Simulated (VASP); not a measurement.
Runs of VASP 6.6.1 on La. The structure is that of space group P6_3/mmc (No. 194), or close to it. The cells are those of the table. 

```csv
cell,gap on the mesh (eV),pressure (GPa)
"a = 3.799, b = 3.799, c = 6.150 Å, angles 90.0, 90.0, 120.0°, 2 atoms",none,-3.8
"a = 3.750, b = 3.734, c = 6.070 Å, angles 89.8, 89.4, 119.6°, 2 atoms",none,-3.1
"a = 3.775, b = 3.775, c = 6.110 Å, angles 90.0, 90.0, 120.0°, 2 atoms",none,-3.5
"a = 3.762, b = 3.762, c = 6.090 Å, angles 90.0, 90.0, 120.0°, 2 atoms",none,(a)
"a = 3.825, b = 3.825, c = 6.070 Å, angles 90.0, 90.0, 120.0°, 2 atoms",none,-3.8
"a = 3.824, b = 3.824, c = 6.189 Å, angles 90.0, 90.0, 120.0°, 2 atoms",none,-4.2
```

Alike in all rows: task electric field gradients; level LDA; potentials or basis VASP PAW LDA potentials, release 64 (La); no spin polarisation; k mesh 11 × 11 × 6; cutoff (eV) 520; smearing fermi-dirac 0.05 eV.

Question: Fill in the values left out.

Answer: (a) -3.3.

Caveats: the cell stands under tension; spin-orbit coupling is left out, which moves the levels of the heavy elements.

A k mesh can miss the band edges, and the runs leave out spin-orbit coupling on La.

A gap of «none» marks levels without a gap at the run's occupations.
